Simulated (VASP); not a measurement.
Ti: single point with PBE

Crystal: Ti.

```
Ti
1.0
     2.94013    0.00000    0.00000
    -1.47007    2.54623    0.00000
     0.00000    0.00000    4.67033
Ti
2
Cartesian
  0.0000 1.6975 1.1676
  1.4701 0.8487 3.5027
```

```json
{"Program": "VASP 6.6.1", "Task": "single point", "Functional": "PBE", "Potentials or basis": "VASP PAW PBE potentials, release 64 (Ti_sv)", "Cutoff": "520 eV", "k mesh": "13 × 13 × 7", "Occupations": "fermi-dirac, width 0.08 eV", "Spin": "no spin polarisation", "Dipole correction": "no", "Further INCAR settings": "ALGO = Normal; EDIFF = 1e-06; NBANDS = 19"}
```

- Pressure: -0.7 GPa
- Band gap on the k mesh: zero (bands 12 and 13 overlap by 1.10 eV)

Stress tensor (GPa, compression positive):
```
-0.61  0.00  0.00
 0.00 -0.61  0.00
 0.00  0.00 -0.98
```

Levels at points of the mesh, in eV from the Fermi level:
```
           k point  band 8  band 9  band 10  band 11  band 12  band 13  band 14  band 15  band 16  band 17
(0.00, 0.00, 0.00)  -32.71   -6.19    -2.66     0.74     0.79     0.79     0.88     1.27     1.27     1.64
```

It took 63 s on 1 thread of Intel Xeon 8259CL (shared host), peak memory 0.18 GiB.
